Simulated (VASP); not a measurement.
# CdSe (F-43m) in VASP: a series of runs

Runs on CdSe. Level: PBE. Tasks: single point, relaxation of cell and atoms.

Program: VASP 6.6.1. These are calculated values, not measurements. Logs are shortened: lines on timing, memory, paths and dates and some standing lists are left out, and cuts for length are marked.

## 1. The cell of the first run

Symmetry: F-43m, No. 216, cubic system. The conventional cell has a = 6.197 Å, b = 6.197 Å, c = 6.197 Å, α = 90.00°, β = 90.00°, γ = 90.00°. Cd (site symmetry -43m) has 4 Se at 2.68 Å within 3.5 Å. Se (site symmetry -43m) has 4 Cd at 2.68 Å within 3.5 Å.

## 2. Single point, PBE

File INCAR:

```
PREC     = Accurate       # precision mode
ENCUT    = 520            # plane-wave cutoff, eV
EDIFF    = 1E-6           # SCF threshold, eV
ISMEAR   = 0              # smearing method
SIGMA    = 0.02           # smearing width, eV
LREAL    = F              # projectors in reciprocal space
LASPH    = T              # aspherical terms in the spheres
NELM     = 100            # most SCF steps
ALGO     = Normal         # electronic algorithm
ISIF     = 2              # what is computed and relaxed
LWAVE    = F              # write WAVECAR
LCHARG   = F              # write CHGCAR
GGA      = PE             # functional
NBANDS   = 16             # bands
```

File KPOINTS:

```
regular mesh
0
Gamma
  10 10 10
```

File POSCAR:

```
CdSe
1.0
    0.0000000000      3.0984146604      3.0984146604
    3.0984146604      0.0000000000      3.0984146604
    3.0984146604      3.0984146604      0.0000000000
Cd Se
1 1
Direct
    0.0000000000      0.0000000000      0.0000000000
    0.7500000000      0.7500000000      0.7500000000
```

Potentials or basis: VASP PAW PBE potentials, release 64 (Cd, Se).

Command:

```
> cat potpaw_PBE.64/Cd/POTCAR potpaw_PBE.64/Se/POTCAR > POTCAR
> mpirun -np 1 vasp_std > vasp.out
```

OUTCAR:

```text
PREC = Accurate
   ENCUT = 520
   EDIFF = 1E-6
   ISMEAR = 0
   LREAL = F
   LASPH = T
   NELM = 100
   ISIF = 2
   GGA = PE

 ion  position               nearest neighbor table
   1  0.000  0.000  0.000-   2 2.68   2 2.68   2 2.68   2 2.68
   2  0.750  0.750  0.750-   1 2.68   1 2.68   1 2.68   1 2.68

  LATTYP: Found a face centered cubic cell.
 ALAT       =     6.1968293208

  Lattice vectors:

 A1 = (   0.0000000000,   3.0984146604,   3.0984146604)
 A2 = (   3.0984146604,   0.0000000000,   3.0984146604)
 A3 = (   3.0984146604,   3.0984146604,   0.0000000000)

Analysis of symmetry for initial positions (statically):
=====================================================================
 Subroutine PRICEL returns:
 Original cell was already a primitive cell.

 Routine SETGRP: Setting up the symmetry group for a
 face centered cubic supercell.

 Subroutine GETGRP returns: Found 24 space group operations
 (whereof 24 operations were pure point group operations)
 out of a pool of 48 trial point group operations.

The static configuration has the point symmetry T_d .

Analysis of symmetry for dynamics (positions and initial velocities):
=====================================================================
 Subroutine PRICEL returns:
 Original cell was already a primitive cell.

 Routine SETGRP: Setting up the symmetry group for a
 face centered cubic supercell.

 Subroutine GETGRP returns: Found 24 space group operations
 (whereof 24 operations were pure point group operations)
 out of a pool of 48 trial point group operations.

The dynamic configuration has the point symmetry T_d .

 Subroutine INISYM returns: Found 24 space group operations
 (whereof 24 operations are pure point group operations),
 and found     1 'primitive' translations

----------------------------------------------------------------------------------------

                                     Primitive cell

  volume of cell :      59.4906

  direct lattice vectors                    reciprocal lattice vectors
     0.000000000  3.098414660  3.098414660    -0.161372849  0.161372849  0.161372849
     3.098414660  0.000000000  3.098414660     0.161372849 -0.161372849  0.161372849
     3.098414660  3.098414660  0.000000000     0.161372849  0.161372849 -0.161372849

  length of vectors
     4.381820035  4.381820035  4.381820035     0.279505973  0.279505973  0.279505973

  position of ions in fractional coordinates (direct lattice)
     0.000000000  0.000000000  0.000000000
     0.750000000  0.750000000  0.750000000

  ion indices of the primitive-cell ions
   primitive index   ion index
                 1           1
                 2           2

----------------------------------------------------------------------------------------

 KPOINTS: regular mesh

Automatic generation of k-mesh.
 Grid dimensions read from file:
 generate k-points for:   10   10   10

 Generating k-lattice:

  Cartesian coordinates                     Fractional coordinates (reciprocal lattice)
    -0.016137285  0.016137285  0.016137285     0.100000000  0.000000000  0.000000000
     0.016137285 -0.016137285  0.016137285     0.000000000  0.100000000  0.000000000
     0.016137285  0.016137285 -0.016137285     0.000000000  0.000000000  0.100000000

  Length of vectors
     0.027950597  0.027950597  0.027950597

  Shift w.r.t. Gamma in fractional coordinates (k-lattice)
     0.000000000  0.000000000  0.000000000

 Subroutine IBZKPT returns following result:
 ===========================================

 Found     47 irreducible k-points:

 Following reciprocal coordinates:
            Coordinates               Weight
  0.000000  0.000000  0.000000      1.000000
  0.100000  0.000000  0.000000      8.000000
  0.200000  0.000000  0.000000      8.000000
  0.300000  0.000000  0.000000      8.000000
  0.400000  0.000000  0.000000      8.000000
  0.500000  0.000000  0.000000      4.000000
[... 16 lines left out ...]
  0.300000  0.300000  0.000000      6.000000
  0.400000  0.300000  0.000000     24.000000
 [... further k-points ...]
   k-points           NKPTS =     47   k-points in BZ     NKDIM =     47   number of bands    NBANDS=     16
   number of dos      NEDOS =    301   number of ions     NIONS =      2
   total plane-waves  NPLWV =  46656
   dimension x,y,z NGX =    36 NGY =   36 NGZ =   36
   dimension x,y,z NGXF=    72 NGYF=   72 NGZF=   72
   ions per type =               1   1
   NGX,Y,Z   is equivalent  to a cutoff of  13.66, 13.66, 13.66 a.u.
   NGXF,Y,Z  is equivalent  to a cutoff of  27.32, 27.32, 27.32 a.u.
 SYSTEM =  unknown system
   PREC   = accura    normal or accurate (medium, high low for compatibility)
   ISTART =      0    job   : 0-new  1-cont  2-samecut
   ICHARG =      2    charge: 1-file 2-atom 10-const
   ISPIN  =      1    spin polarized calculation?
   LNONCOLLINEAR =      F non collinear calculations
   LSORBIT =      F    spin-orbit coupling
   LASPH  =      T    aspherical Exc in radial PAW
   ENCUT  =  520.0 eV  38.22 Ry    6.18 a.u.   8.15  8.15  8.15*2*pi/ulx,y,z
   NELM   =    100;   NELMIN=  2; NELMDL= -5     # of ELM steps
   EDIFF  = 0.1E-05   stopping-criterion for ELM
   LREAL  =      F    real-space projection
   EDIFFG = 0.1E-04   stopping-criterion for IOM
   NSW    =      0    number of steps for IOM
   IBRION =     -1    ionic relax: 0-MD 1-quasi-New 2-CG
   NFREE  =      0    steps in history (QN), initial steepest desc. (CG)
   ISIF   =      2    stress and relaxation
   ISYM   =      2    0-nonsym 1-usesym 2-fastsym
   POTIM  = 0.5000    time-step for ionic-motion
   TEBEG  =    0.0;   TEEND  =   0.0 temperature during run
   PSTRESS=    0.0 pullay stress
   NELECT =      18.0000    total number of electrons
   NUPDOWN=      -1.0000    fix difference up-down
   EMIN   =  10.00;   EMAX   =-10.00  energy-range for DOS
   EFERMI =   0.00;   METHOD = LEGACY
   ISMEAR =     0;   SIGMA  =   0.02  broadening in eV -4-tet -1-fermi 0-gaus
   EFERMI_NEDOS =   21; number of points for ismear=-14 and -15
   IALGO  =     38    algorithm
   IMIX   =      4    mixing-type and parameters
     AMIX     =   0.40;   BMIX     =  1.00
     AMIX_MAG =   1.60;   BMIX_MAG =  1.00
  volume/ion in A,a.u.               =      29.75       200.73
  Fermi-wavevector in a.u.,A,eV,Ry     =   1.099047  2.076897 16.434526  1.207904
  Thomas-Fermi vector in A             =   2.235435
   LORBIT       =      0    0 simple, 1 ext, 2 COOP (PROOUT), +10 PAW based schemes
   GGA     = PE    functional components
   LHFCALC =     F    Hartree Fock is set to
   AEXX    =    0.0000 exact exchange contribution
   IVDW    =     0    specifies the selected vdW correction
   LEPSILON=     F    determine dielectric tensor
   LRPA    =     F    only Hartree local field effects (RPA)
 non-spin polarized calculation
 Gauss-broadening in eV      SIGMA  =   0.02
  energy-cutoff  :      520.00
  volume of cell :       59.49
 maximum number of plane-waves:      1639
 NGX is ok and might be reduce to    36
   NGX = 17   NGY = 17   NGZ = 17

 number of electron      18.0000000 magnetization

 Free energy of the ion-electron system (eV)
  ---------------------------------------------------
  ext. energy  EPLUGINS =         0.00000000
  ---------------------------------------------------
  free energy    TOTEN  =        -5.49992449 eV

  energy without entropy =       -5.49992449  energy(sigma->0) =       -5.49992449

 E-fermi :   0.6250     XC(G=0):  -8.6340

 val. band max:        0.5124552957   @ k =   0.0000   0.0000   0.0000
 cond. band min:       1.0053000132   @ k =   0.0000   0.0000   0.0000
 fundamental gap:      0.4928447175
 Fermi energy:         0.6249743994

 k-point     1 :       0.0000    0.0000    0.0000
  band No.  band energies     occupation
      1     -11.7831      2.00000
      2      -7.2487      2.00000
      3      -7.2487      2.00000
      4      -7.2487      2.00000
      5      -6.9313      2.00000
      6      -6.9313      2.00000
[... 8 lines left out ...]
     15      11.4833      0.00000
     16      11.4833      0.00000

 k-point     2 :       0.1000    0.0000    0.0000
  band No.  band energies     occupation
      1     -11.7525      2.00000
      2      -7.2390      2.00000
      3      -7.2390      2.00000
      4      -7.2203      2.00000
      5      -6.9318      2.00000
      6      -6.9318      2.00000
[... 8 lines left out ...]
     15      10.9134      0.00000
     16      10.9134      0.00000

 k-point     3 :       0.2000    0.0000    0.0000
  band No.  band energies     occupation
      1     -11.6719      2.00000
      2      -7.2153      2.00000
      3      -7.2153      2.00000
      4      -7.1288      2.00000
      5      -6.9313      2.00000
      6      -6.9313      2.00000
[... 8 lines left out ...]
     15      10.4909      0.00000
     16      10.7842      0.00000

 k-point     4 :       0.3000    0.0000    0.0000
  band No.  band energies     occupation
      1     -11.5713      2.00000
      2      -7.1898      2.00000
      3      -7.1898      2.00000
      4      -6.9681      2.00000
      5      -6.9257      2.00000
      6      -6.9257      2.00000
[... 8 lines left out ...]
     15      10.7292      0.00000
     16      10.7292      0.00000

 k-point     5 :       0.4000    0.0000    0.0000
  band No.  band energies     occupation
      1     -11.4893      2.00000
      2      -7.1734      2.00000
      3      -7.1734      2.00000
      4      -6.9162      2.00000
      5      -6.9162      2.00000
      6      -6.7752      2.00000
[... 8 lines left out ...]
     15      11.6068      0.00000
     16      11.6068      0.00000

 k-point     6 :       0.5000    0.0000    0.0000
  band No.  band energies     occupation
      1     -11.4580      2.00000
      2      -7.1683      2.00000
      3      -7.1683      2.00000
      4      -6.9113      2.00000
      5      -6.9113      2.00000
      6      -6.6767      2.00000
[... 8 lines left out ...]
     15      12.4680      0.00000
     16      12.4680      0.00000
[... 267 lines left out ...]
 k-point    21 :      -0.3000    0.2000    0.0000
  band No.  band energies     occupation
      1     -11.4606      2.00000
      2      -7.1477      2.00000
      3      -7.1450      2.00000
      4      -6.9366      2.00000
      5      -6.9356      2.00000
      6      -6.7382      2.00000
[... 8 lines left out ...]
     15      11.4901      0.00000
     16      12.8347      0.00000

 k-point    22 :      -0.2000    0.2000    0.0000
  band No.  band energies     occupation
      1     -11.5373      2.00000
      2      -7.1753      2.00000
      3      -7.1624      2.00000
      4      -6.9720      2.00000
      5      -6.9430      2.00000
      6      -6.8754      2.00000
[... 8 lines left out ...]
     15      11.5806      0.00000
     16      12.6735      0.00000

 k-point    23 :       0.3000    0.3000    0.0000
  band No.  band energies     occupation
      1     -11.5028      2.00000
      2      -7.1107      2.00000
      3      -7.1107      2.00000
      4      -7.0704      2.00000
      5      -6.8989      2.00000
      6      -6.8868      2.00000
[... 8 lines left out ...]
     15      12.2095      0.00000
     16      14.0664      0.00000

 k-point    24 :       0.4000    0.3000    0.0000
  band No.  band energies     occupation
      1     -11.4390      2.00000
      2      -7.1027      2.00000
      3      -7.0834      2.00000
      4      -7.0374      2.00000
      5      -6.8937      2.00000
      6      -6.7794      2.00000
[... 8 lines left out ...]
     15      12.5869      0.00000
     16      13.8667      0.00000

 [... further k-points ...]

------------------------ aborting loop because EDIFF is reached ----------------------------------------

  FORCE on cell =-STRESS in cart. coord.  units (eV):
  Direction    XX          YY          ZZ          XY          YZ          ZX
  --------------------------------------------------------------------------------------
  -------------------------------------------------------------------------------------
  Total        0.0852844      0.0852844      0.0852844      0.0000000      0.0000000      0.0000000
  in kB        2.2968451      2.2968451      2.2968451      0.0000000      0.0000000      0.0000000
  external PRESSURE =       2.2968451 kB  Pullay stress =       0.0000000 kB

 VOLUME and BASIS-vectors are now :
 -----------------------------------------------------------------------------
  energy-cutoff  :      520.00
  volume of cell :       59.49
      direct lattice vectors                 reciprocal lattice vectors
     0.000000000  3.098414660  3.098414660    -0.161372849  0.161372849  0.161372849
     3.098414660  0.000000000  3.098414660     0.161372849 -0.161372849  0.161372849
     3.098414660  3.098414660  0.000000000     0.161372849  0.161372849 -0.161372849

 POSITION                                       TOTAL-FORCE (eV/Angst)
 -----------------------------------------------------------------------------------
      0.00000      0.00000      0.00000         0.000000      0.000000     -0.000000
      4.64762      4.64762      4.64762        -0.000000     -0.000000      0.000000
 -----------------------------------------------------------------------------------
    total drift:                                0.000000      0.000000      0.000000

  FREE ENERGIE OF THE ION-ELECTRON SYSTEM (eV)
  ---------------------------------------------------
  free  energy   TOTEN  =        -5.4999244881 eV

  energy  without entropy=       -5.4999244881  energy(sigma->0) =       -5.49992449
```

Wall time 23 s (1 thread of Intel Xeon Platinum 8488C (Sapphire Rapids), shared host); peak memory 0.22 GiB.

What came out:

* Free energy: -5.4999 eV
* Pressure: 0.2 GPa
* Band gap on the k mesh: 0.49 eV, direct

[end of part 1 of 2]
